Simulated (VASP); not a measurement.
# KBr (P6_3/mmc) in VASP: further runs

KBr is run at these levels: r2SCAN; tasks: single point.

All numbers are computed with VASP 6.6.1; they aren't measurements. Logs are shortened: lines on timing, memory, paths and dates and some standing lists are left out, and cuts for length are marked.

## (1) The cell of the first run

Symmetry: P6_3/mmc, No. 194, hexagonal system. Conventional cell: a = 5.674 Å, b = 5.674 Å, c = 6.619 Å, α = 90.00°, β = 90.00°, γ = 120.00°. K (site symmetry -6m2) has 5 Br at 3.28 to 3.31 Å within 4.3 Å. Br (site symmetry -6m2) has 5 K at 3.28 to 3.31 Å within 4.3 Å.

## (2) Single point, r2SCAN (46.14 Å³/atom)

File POSCAR:

```
KBr
1.0
    5.6742146069      0.0000000000      0.0000000000
   -2.8371073035      4.9140139961      0.0000000000
    0.0000000000      0.0000000000      6.6187237274
K Br
2 2
Direct
    0.3333333333      0.6666666667     -0.0625000000
    0.6666666667      0.3333333333      0.4375000000
    0.3333333333      0.6666666667      0.4375000000
    0.6666666667      0.3333333333      0.9375000000
```

File INCAR.step1:

```
SYSTEM = KBr
ALGO = Normal
EDIFF = 1E-4
ENCUT = 520
GGA = PE
ISMEAR = 0
LASPH = .True.
LCHARG = .False.
LREAL = .False.
LWAVE = .True.
NBANDS = 24
NELM = 100
PREC = Accurate
SIGMA = 0.01
```

File INCAR.step2:

```
SYSTEM = KBr
ALGO = Normal
EDIFF = 1E-6
ENCUT = 520
ISIF = 2
ISMEAR = 0
ISTART = 1
LASPH = .True.
LCHARG = .True.
LELF = .True.
LMIXTAU = .True.
LREAL = .False.
LVHAR = .True.
LWAVE = .False.
METAGGA = R2SCAN
NBANDS = 24
NELM = 100
PREC = Accurate
SIGMA = 0.01
```

File KPOINTS:

```
k-points
0
Gamma
  6 6 4
  0 0 0
```

Potentials or basis: VASP PAW PBE potentials, release 64 (K_sv, Br).

Run with:

```
cat potpaw_PBE.64/K_sv/POTCAR potpaw_PBE.64/Br/POTCAR > POTCAR
cp INCAR.step1 INCAR
mpirun -np 1 vasp_std > vasp.out
cp INCAR.step2 INCAR
mpirun -np 1 vasp_std > vasp.out
```

OUTCAR:

```text
SYSTEM = KBr
   EDIFF = 1E-6
   ENCUT = 520
   ISIF = 2
   ISMEAR = 0
   ISTART = 1
   LASPH = .True.
   LREAL = .False.
   METAGGA = R2SCAN
   NELM = 100
   PREC = Accurate

 ion  position               nearest neighbor table
   1  0.333  0.667  0.938-   4 3.28   4 3.28   4 3.28
   2  0.667  0.333  0.438-   3 3.28   3 3.28   3 3.28
   3  0.333  0.667  0.438-   2 3.28   2 3.28   2 3.28
   4  0.667  0.333  0.938-   1 3.28   1 3.28   1 3.28

  LATTYP: Found a hexagonal cell.
 ALAT       =     5.6742146069
 C/A-ratio  =     1.1664563620

  Lattice vectors:

 A1 = (   5.6742146069,   0.0000000000,   0.0000000000)
 A2 = (  -2.8371073035,   4.9140139961,   0.0000000000)
 A3 = (   0.0000000000,   0.0000000000,   6.6187237274)

Analysis of symmetry for initial positions (statically):
=====================================================================
 Subroutine PRICEL returns:
 Original cell was already a primitive cell.

 Routine SETGRP: Setting up the symmetry group for a
 hexagonal supercell.

 Subroutine GETGRP returns: Found 24 space group operations
 (whereof  6 operations were pure point group operations)
 out of a pool of 24 trial point group operations.

The static configuration has the point symmetry C_3v.
 The point group associated with its full space group is D_6h.

Analysis of symmetry for dynamics (positions and initial velocities):
=====================================================================
 Subroutine PRICEL returns:
 Original cell was already a primitive cell.

 Routine SETGRP: Setting up the symmetry group for a
 hexagonal supercell.

 Subroutine GETGRP returns: Found 24 space group operations
 (whereof  6 operations were pure point group operations)
 out of a pool of 24 trial point group operations.

The dynamic configuration has the point symmetry C_3v.
 The point group associated with its full space group is D_6h.

 Subroutine INISYM returns: Found 24 space group operations
 (whereof  6 operations are pure point group operations),
 and found     1 'primitive' translations

----------------------------------------------------------------------------------------

                                     Primitive cell

  volume of cell :     184.5510

  direct lattice vectors                    reciprocal lattice vectors
     5.674214607  0.000000000  0.000000000     0.176235844  0.101749812  0.000000000
    -2.837107303  4.914013996  0.000000000     0.000000000  0.203499624  0.000000000
     0.000000000  0.000000000  6.618723727     0.000000000  0.000000000  0.151086530

  length of vectors
     5.674214607  5.674214607  6.618723727     0.203499624  0.203499624  0.151086530

  position of ions in fractional coordinates (direct lattice)
     0.333333333  0.666666667  0.937500000
     0.666666667  0.333333333  0.437500000
     0.333333333  0.666666667  0.437500000
     0.666666667  0.333333333  0.937500000

  ion indices of the primitive-cell ions
   primitive index   ion index
                 1           1
                 2           2
                 3           3
                 4           4

----------------------------------------------------------------------------------------

 KPOINTS: k-points

Automatic generation of k-mesh.
 Grid dimensions read from file:
 generate k-points for:    6    6    4

 Generating k-lattice:

  Cartesian coordinates                     Fractional coordinates (reciprocal lattice)
     0.029372641  0.016958302  0.000000000     0.166666667  0.000000000  0.000000000
     0.000000000  0.033916604  0.000000000     0.000000000  0.166666667  0.000000000
     0.000000000  0.000000000  0.037771632     0.000000000  0.000000000  0.250000000

  Length of vectors
     0.033916604  0.033916604  0.037771632

  Shift w.r.t. Gamma in fractional coordinates (k-lattice)
     0.000000000  0.000000000  0.000000000

 Subroutine IBZKPT returns following result:
 ===========================================

 Found     21 irreducible k-points:

 Following reciprocal coordinates:
            Coordinates               Weight
  0.000000  0.000000  0.000000      1.000000
  0.166667  0.000000  0.000000      6.000000
  0.333333  0.000000  0.000000      6.000000
  0.500000  0.000000  0.000000      3.000000
  0.166667  0.166667  0.000000      6.000000
  0.333333  0.166667  0.000000     12.000000
[... 13 lines left out ...]
  0.333333  0.166667  0.500000     12.000000
  0.333333  0.333333  0.500000      2.000000
   k-points           NKPTS =     21   k-points in BZ     NKDIM =     21   number of bands    NBANDS=     24
   number of dos      NEDOS =    301   number of ions     NIONS =      4
   total plane-waves  NPLWV =  88200
   dimension x,y,z NGX =    42 NGY =   42 NGZ =   50
   dimension x,y,z NGXF=    84 NGYF=   84 NGZF=  100
   ions per type =               2   2
   NGX,Y,Z   is equivalent  to a cutoff of  12.31, 12.31, 12.56 a.u.
   NGXF,Y,Z  is equivalent  to a cutoff of  24.61, 24.61, 25.12 a.u.
 SYSTEM =  KBr
   PREC   = accura    normal or accurate (medium, high low for compatibility)
   ISTART =      1    job   : 0-new  1-cont  2-samecut
   ICHARG =      0    charge: 1-file 2-atom 10-const
   ISPIN  =      1    spin polarized calculation?
   LNONCOLLINEAR =      F non collinear calculations
   LSORBIT =      F    spin-orbit coupling
   LASPH  =      T    aspherical Exc in radial PAW
   ENCUT  =  520.0 eV  38.22 Ry    6.18 a.u.  10.55 10.55 12.31*2*pi/ulx,y,z
   NELM   =    100;   NELMIN=  2; NELMDL=  0     # of ELM steps
   EDIFF  = 0.1E-05   stopping-criterion for ELM
   LREAL  =      F    real-space projection
[... 7 lines left out ...]
   TEBEG  =    0.0;   TEEND  =   0.0 temperature during run
   PSTRESS=    0.0 pullay stress
   NELECT =      32.0000    total number of electrons
   NUPDOWN=      -1.0000    fix difference up-down
   EMIN   =  10.00;   EMAX   =-10.00  energy-range for DOS
   EFERMI =   0.00;   METHOD = LEGACY
   ISMEAR =     0;   SIGMA  =   0.01  broadening in eV -4-tet -1-fermi 0-gaus
   EFERMI_NEDOS =   21; number of points for ismear=-14 and -15
   IALGO  =     38    algorithm
   IMIX   =      4    mixing-type and parameters
     AMIX     =   0.40;   BMIX     =  1.00
     AMIX_MAG =   1.60;   BMIX_MAG =  1.00
  volume/ion in A,a.u.               =      46.14       311.35
  Fermi-wavevector in a.u.,A,eV,Ry     =   0.912892  1.725116 11.338709  0.833372
  Thomas-Fermi vector in A             =   2.037340
   LORBIT       =      0    0 simple, 1 ext, 2 COOP (PROOUT), +10 PAW based schemes
   METAGGA = R2SCAN    functional components
   LHFCALC =     F    Hartree Fock is set to
   AEXX    =    0.0000 exact exchange contribution
   IVDW    =     0    specifies the selected vdW correction
   LEPSILON=     F    determine dielectric tensor
   LRPA    =     F    only Hartree local field effects (RPA)
 non-spin polarized calculation
 Gauss-broadening in eV      SIGMA  =   0.01
  energy-cutoff  :      520.00
  volume of cell :      184.55
 maximum number of plane-waves:      4993
   NGX = 21   NGY = 21   NGZ = 25

 number of electron      31.9999995 magnetization

 Free energy of the ion-electron system (eV)
  ---------------------------------------------------
  ext. energy  EPLUGINS =         0.00000000
  ---------------------------------------------------
  free energy    TOTEN  =       -46.22360265 eV

  energy without entropy =      -46.22360265  energy(sigma->0) =      -46.22360265

 E-fermi :  -2.9563     XC(G=0):  -6.5205

 val. band max:       -3.0120504337   @ k =   0.0000   0.0000   0.0000
 cond. band min:       1.7174151857   @ k =   0.0000   0.0000   0.0000
 fundamental gap:      4.7294656194
 Fermi energy:        -2.9562867864

 k-point     1 :       0.0000    0.0000    0.0000
  band No.  band energies     occupation
      1     -32.1142      2.00000
      2     -32.1089      2.00000
      3     -15.6380      2.00000
      4     -15.5576      2.00000
      5     -14.8718      2.00000
      6     -14.8607      2.00000
[... 16 lines left out ...]
     23       5.9168      0.00000
     24       6.2468      0.00000

 k-point     2 :       0.1667    0.0000    0.0000
  band No.  band energies     occupation
      1     -32.1138      2.00000
      2     -32.1091      2.00000
      3     -15.6690      2.00000
      4     -15.6032      2.00000
      5     -14.8676      2.00000
      6     -14.8629      2.00000
[... 16 lines left out ...]
     23       5.9122      0.00000
     24       6.2223      0.00000

 k-point     3 :       0.3333    0.0000    0.0000
  band No.  band energies     occupation
      1     -32.1128      2.00000
      2     -32.1097      2.00000
      3     -15.7211      2.00000
      4     -15.6831      2.00000
      5     -14.8671      2.00000
      6     -14.8570      2.00000
[... 16 lines left out ...]
     23       6.0248      0.00000
     24       6.2192      0.00000

 k-point     4 :       0.5000    0.0000    0.0000
  band No.  band energies     occupation
      1     -32.1121      2.00000
      2     -32.1103      2.00000
      3     -15.7412      2.00000
      4     -15.7216      2.00000
      5     -14.8691      2.00000
      6     -14.8487      2.00000
[... 16 lines left out ...]
     23       6.0784      0.00000
     24       6.5373      0.00000

 k-point     5 :       0.1667    0.1667    0.0000
  band No.  band energies     occupation
      1     -32.1131      2.00000
      2     -32.1095      2.00000
      3     -15.7093      2.00000
      4     -15.6638      2.00000
      5     -14.8671      2.00000
      6     -14.8601      2.00000
[... 370 lines left out ...]
 k-point    19 :       0.1667    0.1667    0.5000
  band No.  band energies     occupation
      1     -32.1112      2.00000
      2     -32.1112      2.00000
      3     -15.7842      2.00000
      4     -15.7842      2.00000
      5     -14.8510      2.00000
      6     -14.8510      2.00000
[... 16 lines left out ...]
     23       6.3878      0.00000
     24       6.3878      0.00000

 k-point    20 :       0.3333    0.1667    0.5000
  band No.  band energies     occupation
      1     -32.1111      2.00000
      2     -32.1111      2.00000
      3     -15.8214      2.00000
      4     -15.8214      2.00000
      5     -14.8538      2.00000
      6     -14.8538      2.00000
[... 16 lines left out ...]
     23       6.1743      0.00000
     24       6.1743      0.00000

 k-point    21 :       0.3333    0.3333    0.5000
  band No.  band energies     occupation
      1     -32.1111      2.00000
      2     -32.1111      2.00000
      3     -15.8330      2.00000
      4     -15.8330      2.00000
      5     -14.8561      2.00000
      6     -14.8561      2.00000
[... 16 lines left out ...]
     23       6.2141      0.00000
     24       6.2141      0.00000

------------------------ aborting loop because EDIFF is reached ----------------------------------------

  FORCE on cell =-STRESS in cart. coord.  units (eV):
  Direction    XX          YY          ZZ          XY          YZ          ZX
  --------------------------------------------------------------------------------------
  -------------------------------------------------------------------------------------
  Total       -0.3486619     -0.3486619     -0.4276202      0.0000000      0.0000000      0.0000000
  in kB       -3.0269038     -3.0269038     -3.7123796      0.0000000      0.0000000      0.0000000
  external PRESSURE =      -3.2553958 kB  Pullay stress =       0.0000000 kB

 VOLUME and BASIS-vectors are now :
 -----------------------------------------------------------------------------
  energy-cutoff  :      520.00
  volume of cell :      184.55
      direct lattice vectors                 reciprocal lattice vectors
     5.674214607  0.000000000  0.000000000     0.176235844  0.101749812  0.000000000
    -2.837107303  4.914013996  0.000000000     0.000000000  0.203499624  0.000000000
     0.000000000  0.000000000  6.618723727     0.000000000  0.000000000  0.151086530

 POSITION                                       TOTAL-FORCE (eV/Angst)
 -----------------------------------------------------------------------------------
     -0.00000      3.27601      6.20505         0.000000     -0.000000     -0.000000
      2.83711      1.63800      2.89569        -0.000000     -0.000000      0.000000
     -0.00000      3.27601      2.89569         0.000000     -0.000000      0.000000
      2.83711      1.63800      6.20505        -0.000000      0.000000      0.000000
 -----------------------------------------------------------------------------------
    total drift:                               -0.000000      0.000000     -0.000402

  FREE ENERGIE OF THE ION-ELECTRON SYSTEM (eV)
  ---------------------------------------------------
  free  energy   TOTEN  =       -46.2236026517 eV

  energy  without entropy=      -46.2236026517  energy(sigma->0) =      -46.22360265
```

Wall time 8.7 min (1 thread of Intel Xeon Platinum 8259CL at 2.50GHz (Skylake/Cascade Lake), shared host); peak memory 0.35 GiB.

Results:

```
Free energy            : -46.2236 eV
Pressure               : -0.3 GPa
Band gap on the k mesh : 4.73 eV
```

Caveat: the structure was generated, so it needn't be the stable form of KBr; the PAW data sets were made with another functional, which shifts forces and pressure a little.

## (3) Single point, r2SCAN (47.48 Å³/atom)

This run uses another cell than the first one, of 47.48 Å³/atom.

File POSCAR:

```
KBr
1.0
    5.7287777100      0.0000000000      0.0000000000
   -2.8643888550      4.9612670295      0.0000000000
    0.0000000000      0.0000000000      6.6823692060
K Br
2 2
Direct
    0.3333333333      0.6666666667     -0.0625000000
    0.6666666667      0.3333333333      0.4375000000
    0.3333333333      0.6666666667      0.4375000000
    0.6666666667      0.3333333333      0.9375000000
```

File INCAR.step1:

```
ALGO     = Normal         # electronic algorithm
EDIFF    = 1E-4           # SCF threshold, eV
ENCUT    = 520            # plane-wave cutoff, eV
GGA      = PE             # functional
ISMEAR   = 0              # smearing method
LASPH    = True           # aspherical terms in the spheres
LCHARG   = False          # write CHGCAR
LREAL    = False          # projectors in reciprocal space
LWAVE    = True           # write WAVECAR
NBANDS   = 24             # bands
NELM     = 100            # most SCF steps
PREC     = Accurate       # precision mode
SIGMA    = 0.01           # smearing width, eV
```

File INCAR.step2:

```
ALGO     = Normal         # electronic algorithm
EDIFF    = 1E-6           # SCF threshold, eV
ENCUT    = 520            # plane-wave cutoff, eV
ISIF     = 2              # what is computed and relaxed
ISMEAR   = 0              # smearing method
ISTART   = 1            
LASPH    = True           # aspherical terms in the spheres
LCHARG   = False          # write CHGCAR
LMIXTAU  = True         
LREAL    = False          # projectors in reciprocal space
LWAVE    = False          # write WAVECAR
METAGGA  = R2SCAN         # meta-GGA
NBANDS   = 24             # bands
NELM     = 100            # most SCF steps
PREC     = Accurate       # precision mode
SIGMA    = 0.01           # smearing width, eV
```

File KPOINTS:

```
k-points
0
Gamma
  6 6 4
```

Potentials or basis: VASP PAW PBE potentials, release 64 (K_sv, Br).

Run with:

```
cat potpaw_PBE.64/K_sv/POTCAR potpaw_PBE.64/Br/POTCAR > POTCAR
cp INCAR.step1 INCAR
mpirun -np 1 vasp_std > vasp.out
cp INCAR.step2 INCAR
mpirun -np 1 vasp_std > vasp.out
```

It took 9 min on 1 thread of Intel Xeon Platinum 8259CL at 2.50GHz (Skylake/Cascade Lake), shared host; peak memory 0.41 GiB.

It converged, with:

```yaml
Free_energy: -46.2086 eV
Pressure: -0.6 GPa
Band_gap_on_the_k_mesh: 4.69 eV
```

Stress tensor (GPa, compression positive):
```
-0.56  0.00  0.00
 0.00 -0.56  0.00
 0.00  0.00 -0.69
```

Levels at points of the mesh, in eV from the valence-band top:
| k point | band 13 | band 14 | band 15 | band 16 | band 17 | band 18 | band 19 | band 20 |
| --- | --- | --- | --- | --- | --- | --- | --- | --- |
| (0.00, 0.00, 0.00) | -0.43 | -0.24 | -0.24 | 0.00 | 4.69 | 7.68 | 8.07 | 8.07 |
| (0.50, 0.00, 0.00) | -0.43 | -0.40 | -0.23 | -0.13 | 6.42 | 6.97 | 7.20 | 7.47 |
| (0.00, 0.00, 0.50) | -0.35 | -0.35 | -0.35 | -0.35 | 5.93 | 5.93 | 8.97 | 8.97 |
| (0.50, 0.00, 0.50) | -0.32 | -0.32 | -0.23 | -0.23 | 6.71 | 6.71 | 8.36 | 8.36 |

Caveat: the structure was generated, so it needn't be the stable form of KBr; the PAW data sets were made with another functional, which shifts forces and pressure a little.
